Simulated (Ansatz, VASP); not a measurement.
## One calculation of ZnSe, two programs

Contents of POSCAR:

```
ZnSe
1.0
    0.0000000000      2.7556659633      2.8324246719
    2.7556659633      0.0000000000      2.8324246719
    2.7556659633      2.7556659633      0.0000000000
Zn Se
1 1
Direct
    0.0000000000      0.0000000000      0.0000000000
    0.2500000000      0.2500000000      0.2500000000
```

INCAR.step1

```
PREC = Accurate ; ENCUT = 520
EDIFF = 1E-5 ; ISMEAR = 0
SIGMA = 0.01 ; LREAL = F
LASPH = T ; NELM = 80
ALGO = Normal ; ISIF = 2
LWAVE = T ; LCHARG = F
NBANDS = 16 ; GGA = PE
```

Contents of INCAR.step2:

```
PREC = Accurate ; ENCUT = 520
EDIFF = 1E-6 ; ISMEAR = 0
SIGMA = 0.01 ; LREAL = F
LASPH = T ; NELM = 80
ALGO = Normal ; ISIF = 2
LWAVE = F ; LCHARG = F
GGA = PE ; LHFCALC = T
HFSCREEN = 0.2079 ; PRECFOCK = Normal
NBANDS = 16 ; ISTART = 1
```

KPOINTS

```
regular mesh
0
Gamma
  6 6 6
```

Input for Ansatz:

```yaml
crystal:
  lattice:
    - [0.0, 2.7556659633, 2.8324246719]
    - [2.7556659633, 0.0, 2.8324246719]
    - [2.7556659633, 2.7556659633, 0.0]
  atoms:
    - { symbol: Zn, position: [0.0, 0.0, 0.0] }
    - { symbol: Se, position: [0.25, 0.25, 0.25] }
kpoints:
  mp_grid: { grid: [6, 6, 6] }
  band_path:
    path:
      - [0.0, 0.0, 0.0]
      - [-0.5, -0.5, 0.0]
      - [-0.375, -0.375, 0.25]
      - [-0.375, 0.0, 0.375]
      - [0.0, 0.0, 0.5]
      - [-0.5, -0.25, 0.25]
    npoints: 1
hamiltonian:
  xc: hse06
scf:
  occupations: { method: fixed }
  n_extra_bands: 4
output:
  forces: true
  stress: true
  eigenvalues: true
```

Change from the starting cell: biaxial_xy strain -2.7%.

Alike in both runs: task single point; functional HSE06; k mesh 6 × 6 × 6; no spin polarisation.

|  | VASP | Ansatz |
| --- | --- | --- |
| version | VASP 6.6.1 | Ansatz 0.2.0 |
| potentials or method | VASP PAW PBE potentials, release 64 (Zn, Se) | plane waves, PAW |
| plane-wave cutoff (eV) | 520 | 420 |
| occupations | gaussian, width 0.01 eV | fixed |
| valence electrons in the cell | 18 | 28 |

VASP gave:

```
gap on the k mesh at the Fermi level (eV)                     : 2.62
pressure (GPa)                                                : 5.4
traceless stress, the component that is largest in VASP (GPa) : -0.67
```

Problem. Estimate Ansatz's values.

Solution. gap on the k mesh at the Fermi level (eV): 2.63; pressure (GPa): 5.4; traceless stress, the component that is largest in VASP (GPa): -0.67.

VASP's potentials hold 18 valence electrons a cell and Ansatz's 28, so a difference there can come from the potentials and not from the codes. Ansatz's warnings: stress exchange threshold loose, stress scf threshold loose.
